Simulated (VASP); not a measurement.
WS2: single point with PBE

WS2:

```
W S
1.0
     3.08267    0.00000    0.00000
    -1.54134    2.66967    0.00000
     0.00000    0.00000   11.36665
W S
2 4
Direct
  0.33333 0.66667 0.25000
  0.66667 0.33333 0.75000
  0.33333 0.66667 0.61085
  0.66667 0.33333 0.11085
  0.33333 0.66667 0.88915
  0.66667 0.33333 0.38915
```

| Property | Result |
| --- | --- |
| Program | VASP 6.6.1 |
| Task | single point |
| Functional | PBE |
| Potentials or basis | VASP PAW PBE potentials, release 64 (W_sv, S) |
| Cutoff | 520 eV |
| k mesh | 12 × 12 × 4 |
| Occupations | gaussian, width 0.02 eV |
| Spin | no spin polarisation |

* Pressure: 15.0 GPa
* Band gap on the k mesh: 0.46 eV (least direct gap 1.83 eV)

Levels at points of the mesh, in eV from the valence-band top:
```
           k point  band 22  band 23  band 24  band 25  band 26  band 27  band 28  band 29  band 30  band 31
(0.00, 0.00, 0.00)    -2.30    -2.30    -1.83    -1.03     0.00     1.99     1.99     2.16     2.16     2.18
(0.50, 0.00, 0.00)    -3.08    -2.36    -2.24    -1.83    -1.76     2.32     2.36     2.46     2.90     3.03
(0.00, 0.00, 0.50)    -2.38    -2.38    -2.38    -0.27    -0.27     2.08     2.08     2.08     2.08     2.34
(0.50, 0.00, 0.50)    -3.44    -2.06    -2.06    -1.98    -1.98     2.39     2.39     2.74     2.74     3.32
```

Wall time 68 s on 1 thread of Intel(R) Xeon(R) 6975P-C (Granite Rapids) (shared host), peak memory 0.31 GiB.

Caveat: the cell stands under pressure; spin-orbit coupling is left out, which moves the levels of the heavy elements. A k mesh can miss the band edges.
